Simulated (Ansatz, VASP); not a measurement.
**Two plane-wave programs on KCl**

Contents of INCAR:

```
SYSTEM = KCl
ALGO = Normal
EDIFF = 1E-6
ENCUT = 500
GGA = PE
GGA_COMPAT = .FALSE.
ISIF = 2
ISMEAR = -1
LASPH = .TRUE.
LCHARG = .FALSE.
LREAL = .FALSE.
LWAVE = .FALSE.
NBANDS = 15
NELM = 120
PREC = Accurate
SIGMA = 0.01
```

KPOINTS

```
k-points
0
G
  5 5 5
  0 0 0
```

Contents of POSCAR:

```
KCl
1.0
    4.4497810000      0.0000000000      0.0000000000
    2.2248905000      3.8536233873      0.0000000000
    2.2248905000      1.2845411291      3.6332309724
K Cl
1 1
Direct
    0.0000000000      0.0000000000      0.0000000000
    0.5000000000      0.5000000000      0.5000000000
```

Input for Ansatz:

```yaml
crystal:
  lattice:
    - [4.449781, 0.0, 0.0]
    - [2.2248905000000003, 3.853623387277323, 0.0]
    - [2.2248905000000003, 1.2845411290924411, 3.633230972377157]
  atoms:
    - { symbol: K, position: [0.0, 0.0, 0.0] }
    - { symbol: Cl, position: [0.5000000000000001, 0.5000000000000001, 0.5] }
basis:
  ecutwfc: 450.0
kpoints:
  mp_grid:
    grid: [5, 5, 5]
hamiltonian:
  xc: pbe
scf:
  convergence:
    dr2_threshold: 1.0e-08
  occupations:
    method: fermi_dirac
    width: 0.01
output:
  forces: true
  stress: true
```

Alike in both runs: task single point; functional PBE; k mesh 5 × 5 × 5; occupations fermi-dirac, width 0.01 eV; no spin polarisation.

```csv
,VASP,Ansatz
version,VASP 6.6.1,Ansatz 0.2.0
potentials or method,"VASP PAW PBE potentials, release 64 (K_sv, Cl), cutoff 500 eV","plane waves, PAW"
valence electrons in the cell,16,16
```

```tsv
	VASP	Ansatz	Ansatz less VASP
pressure (GPa)	0.8	0.8	-0.02
```

Ansatz's warnings: stress scf threshold loose.
